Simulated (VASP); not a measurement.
# SiNi (rocksalt type) (Fm-3m) in VASP: further runs, part 2 of 2

VASP 6.6.1. Earlier steps stand in the parts before.

## Step 5: Single point, LDA (volume scaled by 0.8)

INCAR

```
SYSTEM = SiNi
ALGO = Normal
EDIFF = 1E-6
ENCUT = 520
ISIF = 2
ISMEAR = -1
LASPH = .TRUE.
LCHARG = .TRUE.
LELF = .TRUE.
LREAL = .FALSE.
LVHAR = .TRUE.
LWAVE = .FALSE.
NBANDS = 14
NELM = 100
PREC = Accurate
SIGMA = 0.08
```

KPOINTS

```
k-points
0
G
  16 16 16
  0 0 0
```

POSCAR

```
SiNi
1.0
    0.0000000000      2.1549747058      2.1549747058
    2.1549747058      0.0000000000      2.1549747058
    2.1549747058      2.1549747058      0.0000000000
Ni Si
1 1
Direct
    0.0000000000      0.0000000000      0.0000000000
    0.5000000000      0.5000000000      0.5000000000
```

Potentials or basis: VASP PAW LDA potentials, release 64 (Ni, Si).

Command:

```
$ cat potpaw_LDA.64/Ni/POTCAR potpaw_LDA.64/Si/POTCAR > POTCAR
$ mpirun -np 1 vasp_std > vasp.out
```

OUTCAR:

```text
SYSTEM = SiNi
   EDIFF = 1E-6
   ENCUT = 520
   ISIF = 2
   ISMEAR = -1
   LASPH = .TRUE.
   LREAL = .FALSE.
   NELM = 100
   PREC = Accurate

 ion  position               nearest neighbor table
   1  0.000  0.000  0.000-   2 2.15   2 2.15   2 2.15   2 2.15   2 2.15   2 2.15
   2  0.500  0.500  0.500-   1 2.15   1 2.15   1 2.15   1 2.15   1 2.15   1 2.15

  LATTYP: Found a face centered cubic cell.
 ALAT       =     4.3099494116

  Lattice vectors:

 A1 = (   0.0000000000,   2.1549747058,   2.1549747058)
 A2 = (   2.1549747058,   0.0000000000,   2.1549747058)
 A3 = (   2.1549747058,   2.1549747058,   0.0000000000)

Analysis of symmetry for initial positions (statically):
=====================================================================
 Subroutine PRICEL returns:
 Original cell was already a primitive cell.

 Routine SETGRP: Setting up the symmetry group for a
 face centered cubic supercell.

 Subroutine GETGRP returns: Found 48 space group operations
[... 9 lines left out ...]

 Routine SETGRP: Setting up the symmetry group for a
 face centered cubic supercell.

 Subroutine GETGRP returns: Found 48 space group operations
[... 11 lines left out ...]
                                     Primitive cell

  volume of cell :      20.0150

  direct lattice vectors                    reciprocal lattice vectors
     0.000000000  2.154974706  2.154974706    -0.232021285  0.232021285  0.232021285
     2.154974706  0.000000000  2.154974706     0.232021285 -0.232021285  0.232021285
     2.154974706  2.154974706  0.000000000     0.232021285  0.232021285 -0.232021285

  length of vectors
     3.047594456  3.047594456  3.047594456     0.401872654  0.401872654  0.401872654

  position of ions in fractional coordinates (direct lattice)
     0.000000000  0.000000000  0.000000000
     0.500000000  0.500000000  0.500000000

  ion indices of the primitive-cell ions
   primitive index   ion index
                 1           1
                 2           2

----------------------------------------------------------------------------------------

 KPOINTS: k-points

Automatic generation of k-mesh.
 Grid dimensions read from file:
 generate k-points for:   16   16   16

 Generating k-lattice:

  Cartesian coordinates                     Fractional coordinates (reciprocal lattice)
    -0.014501330  0.014501330  0.014501330     0.062500000  0.000000000  0.000000000
     0.014501330 -0.014501330  0.014501330     0.000000000  0.062500000  0.000000000
     0.014501330  0.014501330 -0.014501330     0.000000000  0.000000000  0.062500000

  Length of vectors
     0.025117041  0.025117041  0.025117041

  Shift w.r.t. Gamma in fractional coordinates (k-lattice)
     0.000000000  0.000000000  0.000000000

 Subroutine IBZKPT returns following result:
 ===========================================

 Found    145 irreducible k-points:

 Following reciprocal coordinates:
            Coordinates               Weight
  0.000000  0.000000  0.000000      1.000000
  0.062500  0.000000  0.000000      8.000000
  0.125000  0.000000  0.000000      8.000000
  0.187500  0.000000  0.000000      8.000000
  0.250000  0.000000  0.000000      8.000000
  0.312500  0.000000  0.000000      8.000000
[... 16 lines left out ...]
 -0.125000  0.062500  0.000000     24.000000
 -0.062500  0.062500  0.000000     12.000000
 [... further k-points ...]
   k-points           NKPTS =    145   k-points in BZ     NKDIM =    145   number of bands    NBANDS=     14
   number of dos      NEDOS =    301   number of ions     NIONS =      2
   total plane-waves  NPLWV =  13824
   dimension x,y,z NGX =    24 NGY =   24 NGZ =   24
   dimension x,y,z NGXF=    48 NGYF=   48 NGZF=   48
   ions per type =               1   1
   NGX,Y,Z   is equivalent  to a cutoff of  13.09, 13.09, 13.09 a.u.
   NGXF,Y,Z  is equivalent  to a cutoff of  26.18, 26.18, 26.18 a.u.
 SYSTEM =  SiNi
   PREC   = accura    normal or accurate (medium, high low for compatibility)
   ISTART =      0    job   : 0-new  1-cont  2-samecut
   ICHARG =      2    charge: 1-file 2-atom 10-const
   ISPIN  =      1    spin polarized calculation?
   LNONCOLLINEAR =      F non collinear calculations
   LSORBIT =      F    spin-orbit coupling
   LASPH  =      T    aspherical Exc in radial PAW
   ENCUT  =  520.0 eV  38.22 Ry    6.18 a.u.   5.67  5.67  5.67*2*pi/ulx,y,z
   NELM   =    100;   NELMIN=  2; NELMDL= -5     # of ELM steps
   EDIFF  = 0.1E-05   stopping-criterion for ELM
   LREAL  =      F    real-space projection
   EDIFFG = 0.1E-04   stopping-criterion for IOM
   NSW    =      0    number of steps for IOM
   IBRION =     -1    ionic relax: 0-MD 1-quasi-New 2-CG
   NFREE  =      0    steps in history (QN), initial steepest desc. (CG)
   ISIF   =      2    stress and relaxation
   ISYM   =      2    0-nonsym 1-usesym 2-fastsym
   POTIM  = 0.5000    time-step for ionic-motion
   TEBEG  =    0.0;   TEEND  =   0.0 temperature during run
   PSTRESS=    0.0 pullay stress
   NELECT =      14.0000    total number of electrons
   NUPDOWN=      -1.0000    fix difference up-down
   EMIN   =  10.00;   EMAX   =-10.00  energy-range for DOS
   EFERMI =   0.00;   METHOD = LEGACY
   ISMEAR =    -1;   SIGMA  =   0.08  broadening in eV -4-tet -1-fermi 0-gaus
   EFERMI_NEDOS =   21; number of points for ismear=-14 and -15
   IALGO  =     38    algorithm
   IMIX   =      4    mixing-type and parameters
     AMIX     =   0.40;   BMIX     =  1.00
     AMIX_MAG =   1.60;   BMIX_MAG =  1.00
  volume/ion in A,a.u.               =      10.01        67.53
  Fermi-wavevector in a.u.,A,eV,Ry     =   1.453222  2.746192 28.733525  2.111855
  Thomas-Fermi vector in A             =   2.570514
   LORBIT       =      0    0 simple, 1 ext, 2 COOP (PROOUT), +10 PAW based schemes
   GGA     = CA    functional components
   LHFCALC =     F    Hartree Fock is set to
   AEXX    =    0.0000 exact exchange contribution
   IVDW    =     0    specifies the selected vdW correction
   LEPSILON=     F    determine dielectric tensor
   LRPA    =     F    only Hartree local field effects (RPA)
 non-spin polarized calculation
  energy-cutoff  :      520.00
  volume of cell :       20.02
 maximum number of plane-waves:       553
   NGX = 11   NGY = 11   NGZ = 11

 number of electron      13.9999991 magnetization

 Free energy of the ion-electron system (eV)
  ---------------------------------------------------
  ext. energy  EPLUGINS =         0.00000000
  ---------------------------------------------------
  free energy    TOTEN  =       -11.86665459 eV

  energy without entropy =      -11.84595441  energy(sigma->0) =      -11.85630450

 E-fermi :  13.3054     XC(G=0): -13.3655

 val. band max:       13.2919260114   @ k =  -0.2500   0.1875   0.0000
 cond. band min:      13.3380200376   @ k =   0.3125   0.0625   0.0000
 fundamental gap:      0.0460940262
 Fermi energy:        13.3054337613

 k-point     1 :       0.0000    0.0000    0.0000
  band No.  band energies     occupation
      1      -1.1998      2.00000
      2       9.3991      2.00000
      3       9.3991      2.00000
      4       9.3991      2.00000
      5       9.4769      2.00000
      6       9.4769      2.00000
      7      18.6007      0.00000
      8      18.6007      0.00000
      9      18.6007      0.00000
     10      24.4885      0.00000
     11      24.4885      0.00000
     12      24.4885      0.00000
     13      25.6169      0.00000
     14      29.7906      0.00000

 k-point     2 :       0.0625    0.0000    0.0000
  band No.  band energies     occupation
      1      -1.1048      2.00000
      2       9.3419      2.00000
      3       9.3999      2.00000
      4       9.3999      2.00000
      5       9.4708      2.00000
      6       9.4708      2.00000
      7      18.1218      0.00000
      8      18.6367      0.00000
      9      18.6367      0.00000
     10      23.8435      0.00000
     11      24.5696      0.00000
     12      24.5696      0.00000
     13      26.6405      0.00000
     14      28.8036      0.00000
[... 343 lines left out ...]
      1      -0.6022      2.00000
      2       9.0596      2.00000
      3       9.1987      2.00000
      4       9.2049      2.00000
      5       9.5806      2.00000
      6       9.7035      2.00000
      7      16.5170      0.00000
      8      17.8097      0.00000
      9      19.4129      0.00000
     10      23.0824      0.00000
     11      24.6527      0.00000
     12      24.6551      0.00000
     13      25.9272      0.00000
     14      28.1070      0.00000

 k-point    24 :      -0.0625    0.0625    0.0000
  band No.  band energies     occupation
      1      -0.9470      2.00000
      2       9.2606      2.00000
      3       9.3376      2.00000
      4       9.3505      2.00000
      5       9.4688      2.00000
      6       9.5570      2.00000
      7      17.7204      0.00000
      8      18.0598      0.00000
      9      19.0080      0.00000
     10      23.4278      0.00000
     11      24.5939      0.00000
     12      24.7382      0.00000
     13      27.2307      0.00000
     14      27.6416      0.00000

 [... further k-points ...]
[... 5 lines left out ...]
  --------------------------------------------------------------------------------------
  -------------------------------------------------------------------------------------
  Total        7.6757392      7.6757392      7.6757392     -0.0000000     -0.0000000      0.0000000
  in kB      614.4326256    614.4326256    614.4326256     -0.0000000     -0.0000000      0.0000000
  external PRESSURE =     614.4326256 kB  Pullay stress =       0.0000000 kB

 VOLUME and BASIS-vectors are now :
 -----------------------------------------------------------------------------
  energy-cutoff  :      520.00
  volume of cell :       20.02
      direct lattice vectors                 reciprocal lattice vectors
     0.000000000  2.154974706  2.154974706    -0.232021285  0.232021285  0.232021285
     2.154974706  0.000000000  2.154974706     0.232021285 -0.232021285  0.232021285
     2.154974706  2.154974706  0.000000000     0.232021285  0.232021285 -0.232021285

 POSITION                                       TOTAL-FORCE (eV/Angst)
 -----------------------------------------------------------------------------------
      0.00000      0.00000      0.00000         0.000000     -0.000000      0.000000
      2.15497      2.15497      2.15497        -0.000000      0.000000     -0.000000
 -----------------------------------------------------------------------------------
    total drift:                                0.000000     -0.000000     -0.000000

  FREE ENERGIE OF THE ION-ELECTRON SYSTEM (eV)
  ---------------------------------------------------
  free  energy   TOTEN  =       -11.8666545878 eV

  energy  without entropy=      -11.8459544081  energy(sigma->0) =      -11.85630450
```

It took 42 s on 1 thread of Intel Xeon 8259CL, shared host; peak memory 0.16 GiB.

What came out:

- Free energy: -11.8667 eV
- Pressure: 61.4 GPa
- Band gap on the k mesh: zero (band 7 reaches 18.60 eV, above the bottom of band 8 at 11.76 eV)

Levels at points of the mesh, in eV from the Fermi level:
| k point | band 3 | band 4 | band 5 | band 6 | band 7 | band 8 | band 9 | band 10 | band 11 | band 12 |
| --- | --- | --- | --- | --- | --- | --- | --- | --- | --- | --- |
| (0.00, 0.00, 0.00) | -3.91 | -3.91 | -3.83 | -3.83 | 5.30 | 5.30 | 5.30 | 11.18 | 11.18 | 11.18 |
| (0.50, 0.00, 0.00) | -4.85 | -4.85 | -2.69 | -2.69 | -1.67 | 6.67 | 6.67 | 7.45 | 7.45 | 7.70 |
| (0.50, 0.50, 0.00) | -5.29 | -3.29 | -2.40 | -2.40 | -0.95 | -0.35 | -0.35 | 5.71 | 6.75 | 19.91 |

 Spin polarisation is off, so any magnetic state and its effect on volume and gap are missing.

## Step 6: Single point, LDA (volume scaled by 0.88)

INCAR

```
ALGO     = Normal         # electronic algorithm
EDIFF    = 1E-6           # SCF threshold, eV
ENCUT    = 520            # plane-wave cutoff, eV
ISIF     = 2              # what is computed and relaxed
ISMEAR   = -1             # smearing method
LASPH    = T              # aspherical terms in the spheres
LCHARG   = F              # write CHGCAR
LREAL    = F              # projectors in reciprocal space
LWAVE    = F              # write WAVECAR
NBANDS   = 14             # bands
NELM     = 100            # most SCF steps
PREC     = Accurate       # precision mode
SIGMA    = 0.08           # smearing width, eV
```

KPOINTS

```
k-points
0
Gamma
  16 16 16
```

POSCAR

```
SiNi
1.0
    0.0000000000      2.2245375381      2.2245375381
    2.2245375381      0.0000000000      2.2245375381
    2.2245375381      2.2245375381      0.0000000000
Ni Si
1 1
Direct
    0.0000000000      0.0000000000      0.0000000000
    0.5000000000      0.5000000000      0.5000000000
```

Potentials or basis: VASP PAW LDA potentials, release 64 (Ni, Si).

Command:

```
$ cat potpaw_LDA.64/Ni/POTCAR potpaw_LDA.64/Si/POTCAR > POTCAR
$ mpirun -np 1 vasp_std > vasp.out
```

OUTCAR:

```text
EDIFF = 1E-6
   ENCUT = 520
   ISIF = 2
   ISMEAR = -1
   LASPH = T
   LREAL = F
   NELM = 100
   PREC = Accurate

 ion  position               nearest neighbor table
   1  0.000  0.000  0.000-   2 2.22   2 2.22   2 2.22   2 2.22   2 2.22   2 2.22
   2  0.500  0.500  0.500-   1 2.22   1 2.22   1 2.22   1 2.22   1 2.22   1 2.22

  LATTYP: Found a face centered cubic cell.
 ALAT       =     4.4490750762

  Lattice vectors:

 A1 = (   0.0000000000,   2.2245375381,   2.2245375381)
 A2 = (   2.2245375381,   0.0000000000,   2.2245375381)
 A3 = (   2.2245375381,   2.2245375381,   0.0000000000)

Analysis of symmetry for initial positions (statically):
=====================================================================
 Subroutine PRICEL returns:
 Original cell was already a primitive cell.

 Routine SETGRP: Setting up the symmetry group for a
 face centered cubic supercell.

 Subroutine GETGRP returns: Found 48 space group operations
[... 9 lines left out ...]

 Routine SETGRP: Setting up the symmetry group for a
 face centered cubic supercell.

 Subroutine GETGRP returns: Found 48 space group operations
[... 11 lines left out ...]
                                     Primitive cell

  volume of cell :      22.0165

  direct lattice vectors                    reciprocal lattice vectors
     0.000000000  2.224537538  2.224537538    -0.224765818  0.224765818  0.224765818
     2.224537538  0.000000000  2.224537538     0.224765818 -0.224765818  0.224765818
     2.224537538  2.224537538  0.000000000     0.224765818  0.224765818 -0.224765818

  length of vectors
     3.145971156  3.145971156  3.145971156     0.389305817  0.389305817  0.389305817

  position of ions in fractional coordinates (direct lattice)
     0.000000000  0.000000000  0.000000000
     0.500000000  0.500000000  0.500000000

  ion indices of the primitive-cell ions
   primitive index   ion index
                 1           1
[... 90 lines left out ...]
   IALGO  =     38    algorithm
   IMIX   =      4    mixing-type and parameters
     AMIX     =   0.40;   BMIX     =  1.00
     AMIX_MAG =   1.60;   BMIX_MAG =  1.00
  volume/ion in A,a.u.               =      11.01        74.29
  Fermi-wavevector in a.u.,A,eV,Ry     =   1.407779  2.660316 26.964588  1.981841
  Thomas-Fermi vector in A             =   2.530003
   LORBIT       =      0    0 simple, 1 ext, 2 COOP (PROOUT), +10 PAW based schemes
   GGA     = CA    functional components
   LHFCALC =     F    Hartree Fock is set to
   AEXX    =    0.0000 exact exchange contribution
   IVDW    =     0    specifies the selected vdW correction
   LEPSILON=     F    determine dielectric tensor
   LRPA    =     F    only Hartree local field effects (RPA)
 non-spin polarized calculation
  energy-cutoff  :      520.00
  volume of cell :       22.02
 maximum number of plane-waves:       609
   NGX = 11   NGY = 11   NGZ = 11

 number of electron      14.0000012 magnetization

 Free energy of the ion-electron system (eV)
  ---------------------------------------------------
  ext. energy  EPLUGINS =         0.00000000
  ---------------------------------------------------
  free energy    TOTEN  =       -12.41459004 eV

  energy without entropy =      -12.39164885  energy(sigma->0) =      -12.40311945

 E-fermi :  11.6698     XC(G=0): -12.8752

 val. band max:       11.6612722001   @ k =   0.4375   0.4375   0.0000
 cond. band min:      11.6905539919   @ k =  -0.4375   0.3750   0.1250
 fundamental gap:      0.0292817918
 Fermi energy:        11.6697997025

 k-point     1 :       0.0000    0.0000    0.0000
  band No.  band energies     occupation
      1      -1.9049      2.00000
      2       8.3201      2.00000
      3       8.3201      2.00000
      4       8.3201      2.00000
      5       8.3528      2.00000
      6       8.3528      2.00000
      7      16.4938      0.00000
      8      16.4938      0.00000
      9      16.4938      0.00000
     10      22.5023      0.00000
     11      22.5023      0.00000
     12      22.5023      0.00000
     13      23.9411      0.00000
     14      27.4231      0.00000
[... 377 lines left out ...]
      1      -1.6698      2.00000
      2       8.1984      2.00000
      3       8.2312      2.00000
      4       8.2394      2.00000
      5       8.3798      2.00000
      6       8.4390      2.00000
      7      15.6576      0.00000
      8      16.0167      0.00000
      9      16.8722      0.00000
     10      21.5764      0.00000
     11      22.6112      0.00000
     12      22.7098      0.00000
     13      24.8998      0.00000
     14      25.7285      0.00000

 [... further k-points ...]
[... 5 lines left out ...]
  --------------------------------------------------------------------------------------
  -------------------------------------------------------------------------------------
  Total        3.9389963      3.9389963      3.9389963     -0.0000000     -0.0000000      0.0000000
  in kB      286.6466964    286.6466964    286.6466964     -0.0000000     -0.0000000      0.0000000
  external PRESSURE =     286.6466964 kB  Pullay stress =       0.0000000 kB

 VOLUME and BASIS-vectors are now :
 -----------------------------------------------------------------------------
  energy-cutoff  :      520.00
  volume of cell :       22.02
      direct lattice vectors                 reciprocal lattice vectors
     0.000000000  2.224537538  2.224537538    -0.224765818  0.224765818  0.224765818
     2.224537538  0.000000000  2.224537538     0.224765818 -0.224765818  0.224765818
     2.224537538  2.224537538  0.000000000     0.224765818  0.224765818 -0.224765818

 POSITION                                       TOTAL-FORCE (eV/Angst)
 -----------------------------------------------------------------------------------
      0.00000      0.00000      0.00000         0.000000      0.000000      0.000000
      2.22454      2.22454      2.22454         0.000000      0.000000     -0.000000
 -----------------------------------------------------------------------------------
    total drift:                                0.000000     -0.000000     -0.000000

  FREE ENERGIE OF THE ION-ELECTRON SYSTEM (eV)
  ---------------------------------------------------
  free  energy   TOTEN  =       -12.4145900428 eV

  energy  without entropy=      -12.3916488482  energy(sigma->0) =      -12.40311945
```

Run time: 46 s. Hardware: 1 thread of Intel Xeon 8259CL, shared host; peak memory 0.16 GiB.

Results:

| Property | Result |
| --- | --- |
| Free energy | -12.4146 eV |
| Pressure | 28.7 GPa |
| Band gap on the k mesh | zero (band 7 reaches 16.49 eV, above the bottom of band 8 at 10.33 eV) |

## Step 7: Overview

| cell | gap on the mesh (eV) | pressure (GPa) |
| --- | --- | --- |
| a = 2.829 Å, angles 60.0°, 2 atoms | none | 198.7 |
| a = 2.942 Å, angles 60.0°, 2 atoms | none | 113.4 |
| a = 3.048 Å, angles 60.0°, 2 atoms | none | 61.4 |
| a = 3.146 Å, angles 60.0°, 2 atoms | none | 28.7 |

Alike in all rows: task single point; level LDA; potentials or basis VASP PAW LDA potentials, release 64 (Ni, Si); no spin polarisation; k mesh 16 × 16 × 16; cutoff (eV) 520; smearing fermi-dirac 0.08 eV.

Total energies depend on the potentials used, so only differences within one code and one set of settings carry meaning.
